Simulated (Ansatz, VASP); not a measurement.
# Ge in VASP and in Ansatz

The input INCAR:

```
PREC = Accurate ; ENCUT = 600
EDIFF = 1E-7 ; ISMEAR = -1
SIGMA = 0.1 ; LREAL = False
LASPH = True ; NELM = 100
ALGO = Normal ; ISIF = 3
LWAVE = False ; LCHARG = False
GGA = PS ; IBRION = 2
NSW = 80 ; EDIFFG = -0.01
```

The input KPOINTS:

```
regular mesh
0
Gamma
  13 13 13
```

File POSCAR:

```
Ge
1.0
    0.0000000000      2.1267354152      2.1267354152
    2.1267354152      0.0000000000      2.1267354152
    2.1267354152      2.1267354152      0.0000000000
Ge
1
Direct
    0.0000000000      0.0000000000      0.0000000000
```

Input for Ansatz:

```yaml
crystal:
  lattice:
    - [0.0, 2.1267354152, 2.1267354152]
    - [2.1267354152, 0.0, 2.1267354152]
    - [2.1267354152, 2.1267354152, 0.0]
  atoms:
    - { symbol: Ge, position: [0.0, 0.0, 0.0] }
hamiltonian:
  xc: pbesol
  pseudopotentials:
    kind: paw
    azcp:
      Ge: "pseudopotentials/Ge.paw.azcp"
basis:
  ecutwfc: 420
  fft_grid_basis: typed
kpoints:
  mp_grid: { grid: [13, 13, 13], shift: [0, 0, 0] }
magnetization:
  spin_polarized: false
scf:
  occupations: { method: fermi_dirac, width: 0.1 }
relax:
  max_steps: 60
  f_tol: 0.01
  cell: {}
output:
  write_density: true
  write_potential: true
  elf: true
  volumetric_format: npy
```

Alike in both runs: task relaxation of cell and atoms; functional PBEsol; k mesh 13 × 13 × 13; occupations fermi-dirac, width 0.1 eV; no spin polarisation.

|  | VASP | Ansatz |
| --- | --- | --- |
| version | VASP 6.6.1 | Ansatz 0.2.0 |
| potentials or method | VASP PAW PBE potentials, release 64 (Ge_d), cutoff 600 eV | plane waves (420 eV) with PAW, scalar-relativistic |
| valence electrons in the cell | 14 | 14 |

VASP gave:

- relaxed volume (Å³/atom): 18.55
- relaxed cell length with the largest relative difference (Å): 2.971

Q: Estimate Ansatz's values.

A: Relaxed volume (Å³/atom): 18.51; relaxed cell length with the largest relative difference (Å): 2.969.

VASP's potentials were made for PBE, not for PBEsol, and Ansatz warns of the same on its side.
